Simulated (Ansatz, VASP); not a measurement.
**SiGe5 in VASP and in Ansatz**

Contents of INCAR:

```
PREC = Accurate ; ENCUT = 600
EDIFF = 1E-7 ; ISMEAR = 0
SIGMA = 0.1 ; LREAL = F
LASPH = T ; NELM = 60
ALGO = Normal ; ISIF = 3
LWAVE = F ; LCHARG = F
GGA = PE ; IBRION = 2
NSW = 90 ; EDIFFG = -0.04
```

File KPOINTS:

```
regular mesh
0
Gamma
  4 4 6
```

POSCAR

```
SiGe5
1.0
    6.4696992296      0.0000000000      0.0000000000
    0.0000000000      6.4696992296      0.0000000000
    0.0000000000      0.0000000000      3.6157052365
Si Ge
1 5
Direct
    0.0000000000      0.0000000000      0.0000000000
    0.7941163840      0.7941163840      0.5000000000
    0.2058836160      0.2058836160      0.5000000000
    0.2058836160      0.7941163840      0.5000000000
    0.7941163840      0.2058836160      0.5000000000
    0.5000000000      0.5000000000      0.5000000000
```

Input for Ansatz:

```yaml
crystal:
  lattice:
    - [6.4696992296, 0.0, 0.0]
    - [0.0, 6.4696992296, 0.0]
    - [0.0, 0.0, 3.6157052365]
  atoms:
    - { symbol: Si, position: [0.0, 0.0, 0.0] }
    - { symbol: Ge, position: [0.794116384, 0.794116384, 0.5] }
    - { symbol: Ge, position: [0.205883616, 0.205883616, 0.5] }
    - { symbol: Ge, position: [0.205883616, 0.794116384, 0.5] }
    - { symbol: Ge, position: [0.794116384, 0.205883616, 0.5] }
    - { symbol: Ge, position: [0.5, 0.5, 0.5] }
basis:
  ecutwfc: 420
kpoints:
  mp_grid: { grid: [4, 4, 6] }
hamiltonian:
  xc: pbe
scf:
  occupations: { method: gaussian, width: 0.1 }
  lower_state_search: "off"
output:
  forces: true
  stress: true
  eigenvalues: true
relax:
  adjacent_minimum: "off"
  f_tol: 0.04
  max_steps: 70
  cell: { stress_tol: 0.4 }
```

Alike in both runs: task relaxation of cell and atoms; functional PBE; k mesh 4 × 4 × 6; occupations gaussian, width 0.1 eV; no spin polarisation.

|  | VASP | Ansatz |
| --- | --- | --- |
| version | VASP 6.6.1 | Ansatz 0.2.0 |
| potentials or method | VASP PAW PBE potentials, release 64 (Si, Ge_d), cutoff 600 eV | scalar-relativistic, plane waves, PAW |
| valence electrons in the cell | 74 | 74 |

```csv
,VASP,Ansatz,Ansatz less VASP
"gap on the k mesh at the Fermi level, each at its own relaxed structure (eV)",none,none,-
relaxed volume (Å³/atom),25.46,25.48,+0.022
relaxed length of the cell vector where the two differ most in proportion (Å),3.671,3.678,+0.0071
```

A gap of «none» marks a metal or a gap that the smearing closes.
